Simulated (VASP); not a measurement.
A run of VASP 6.6.1:

Contents of INCAR:

```
SYSTEM = HfN
  ALGO = Normal
  EDIFF = 1E-6
  ENCUT = 700
  GGA = PS
  GGA_COMPAT = .FALSE.
  ISIF = 2
  ISMEAR = 1
  ISYM = -1
  LASPH = .TRUE.
  LCHARG = .FALSE.
  LREAL = .FALSE.
  LWAVE = .FALSE.
  NBANDS = 23
  NELM = 120
  PREC = Accurate
  SIGMA = 0.2
```

KPOINTS

```
explicit points
128
Reciprocal
  0.06250000   0.06250000   0.12500000 2
  0.06250000   0.06250000   0.37500000 2
  0.06250000   0.06250000   0.62500000 2
  0.06250000   0.06250000   0.87500000 2
  0.06250000   0.18750000   0.12500000 2
  0.06250000   0.18750000   0.37500000 2
  0.06250000   0.18750000   0.62500000 2
  0.06250000   0.18750000   0.87500000 2
  0.06250000   0.31250000   0.12500000 2
  0.06250000   0.31250000   0.37500000 2
  0.06250000   0.31250000   0.62500000 2
  0.06250000   0.31250000   0.87500000 2
  0.06250000   0.43750000   0.12500000 2
  0.06250000   0.43750000   0.37500000 2
  0.06250000   0.43750000   0.62500000 2
  0.06250000   0.43750000   0.87500000 2
  0.06250000   0.56250000   0.12500000 2
  0.06250000   0.56250000   0.37500000 2
  0.06250000   0.56250000   0.62500000 2
  0.06250000   0.56250000   0.87500000 2
  0.06250000   0.68750000   0.12500000 2
  0.06250000   0.68750000   0.37500000 2
  0.06250000   0.68750000   0.62500000 2
  0.06250000   0.68750000   0.87500000 2
  0.06250000   0.81250000   0.12500000 2
  0.06250000   0.81250000   0.37500000 2
  0.06250000   0.81250000   0.62500000 2
  0.06250000   0.81250000   0.87500000 2
  0.06250000   0.93750000   0.12500000 2
  0.06250000   0.93750000   0.37500000 2
  0.06250000   0.93750000   0.62500000 2
  0.06250000   0.93750000   0.87500000 2
  0.18750000   0.06250000   0.12500000 2
  0.18750000   0.06250000   0.37500000 2
  0.18750000   0.06250000   0.62500000 2
  0.18750000   0.06250000   0.87500000 2
  0.18750000   0.18750000   0.12500000 2
  0.18750000   0.18750000   0.37500000 2
  0.18750000   0.18750000   0.62500000 2
  0.18750000   0.18750000   0.87500000 2
  0.18750000   0.31250000   0.12500000 2
  0.18750000   0.31250000   0.37500000 2
  0.18750000   0.31250000   0.62500000 2
  0.18750000   0.31250000   0.87500000 2
  0.18750000   0.43750000   0.12500000 2
  0.18750000   0.43750000   0.37500000 2
  0.18750000   0.43750000   0.62500000 2
  0.18750000   0.43750000   0.87500000 2
  0.18750000   0.56250000   0.12500000 2
  0.18750000   0.56250000   0.37500000 2
  0.18750000   0.56250000   0.62500000 2
  0.18750000   0.56250000   0.87500000 2
  0.18750000   0.68750000   0.12500000 2
  0.18750000   0.68750000   0.37500000 2
  0.18750000   0.68750000   0.62500000 2
  0.18750000   0.68750000   0.87500000 2
  0.18750000   0.81250000   0.12500000 2
  0.18750000   0.81250000   0.37500000 2
  0.18750000   0.81250000   0.62500000 2
  0.18750000   0.81250000   0.87500000 2
  0.18750000   0.93750000   0.12500000 2
  0.18750000   0.93750000   0.37500000 2
  0.18750000   0.93750000   0.62500000 2
  0.18750000   0.93750000   0.87500000 2
  0.31250000   0.06250000   0.12500000 2
  0.31250000   0.06250000   0.37500000 2
  0.31250000   0.06250000   0.62500000 2
  0.31250000   0.06250000   0.87500000 2
  0.31250000   0.18750000   0.12500000 2
  0.31250000   0.18750000   0.37500000 2
  0.31250000   0.18750000   0.62500000 2
  0.31250000   0.18750000   0.87500000 2
  0.31250000   0.31250000   0.12500000 2
  0.31250000   0.31250000   0.37500000 2
  0.31250000   0.31250000   0.62500000 2
  0.31250000   0.31250000   0.87500000 2
  0.31250000   0.43750000   0.12500000 2
  0.31250000   0.43750000   0.37500000 2
  0.31250000   0.43750000   0.62500000 2
  0.31250000   0.43750000   0.87500000 2
  0.31250000   0.56250000   0.12500000 2
  0.31250000   0.56250000   0.37500000 2
  0.31250000   0.56250000   0.62500000 2
  0.31250000   0.56250000   0.87500000 2
  0.31250000   0.68750000   0.12500000 2
  0.31250000   0.68750000   0.37500000 2
  0.31250000   0.68750000   0.62500000 2
  0.31250000   0.68750000   0.87500000 2
  0.31250000   0.81250000   0.12500000 2
  0.31250000   0.81250000   0.37500000 2
  0.31250000   0.81250000   0.62500000 2
  0.31250000   0.81250000   0.87500000 2
  0.31250000   0.93750000   0.12500000 2
  0.31250000   0.93750000   0.37500000 2
  0.31250000   0.93750000   0.62500000 2
  0.31250000   0.93750000   0.87500000 2
  0.43750000   0.06250000   0.12500000 2
  0.43750000   0.06250000   0.37500000 2
  0.43750000   0.06250000   0.62500000 2
  0.43750000   0.06250000   0.87500000 2
  0.43750000   0.18750000   0.12500000 2
  0.43750000   0.18750000   0.37500000 2
  0.43750000   0.18750000   0.62500000 2
  0.43750000   0.18750000   0.87500000 2
  0.43750000   0.31250000   0.12500000 2
  0.43750000   0.31250000   0.37500000 2
  0.43750000   0.31250000   0.62500000 2
  0.43750000   0.31250000   0.87500000 2
  0.43750000   0.43750000   0.12500000 2
  0.43750000   0.43750000   0.37500000 2
  0.43750000   0.43750000   0.62500000 2
  0.43750000   0.43750000   0.87500000 2
  0.43750000   0.56250000   0.12500000 2
  0.43750000   0.56250000   0.37500000 2
  0.43750000   0.56250000   0.62500000 2
  0.43750000   0.56250000   0.87500000 2
  0.43750000   0.68750000   0.12500000 2
  0.43750000   0.68750000   0.37500000 2
  0.43750000   0.68750000   0.62500000 2
  0.43750000   0.68750000   0.87500000 2
  0.43750000   0.81250000   0.12500000 2
  0.43750000   0.81250000   0.37500000 2
  0.43750000   0.81250000   0.62500000 2
  0.43750000   0.81250000   0.87500000 2
  0.43750000   0.93750000   0.12500000 2
  0.43750000   0.93750000   0.37500000 2
  0.43750000   0.93750000   0.62500000 2
  0.43750000   0.93750000   0.87500000 2
```

File POSCAR:

```
HfN
1.0
    3.1339080000      0.0000000000      0.0000000000
   -1.5669540000      2.7140439411      0.0000000000
    0.0000000000      0.0000000000      5.4167680000
Hf N
2 2
Direct
    0.6666666667      0.3333333333      0.7500000000
    0.3333333333      0.6666666667      0.2500000000
    0.0000000000      0.0000000000      0.0000000000
    0.0000000000      0.0000000000      0.5000000000
```

Potentials or basis: VASP PAW PBE potentials, release 64 (Hf_pv, N).

Command:

```sh
$ cat potpaw_PBE.64/Hf_pv/POTCAR potpaw_PBE.64/N/POTCAR > POTCAR
$ mpirun -np 1 vasp_std > vasp.out
```

Hardware: 1 thread of AMD EPYC 9R45 96-Core Processor (Zen 5), on a shared host.

Task: How long does it take, and how much memory?

Result: It took 2 min on 1 thread of AMD EPYC 9R45 96-Core Processor (Zen 5) (shared host), peak memory 0.29 GiB. Counts: scf iterations 14, k points 128.
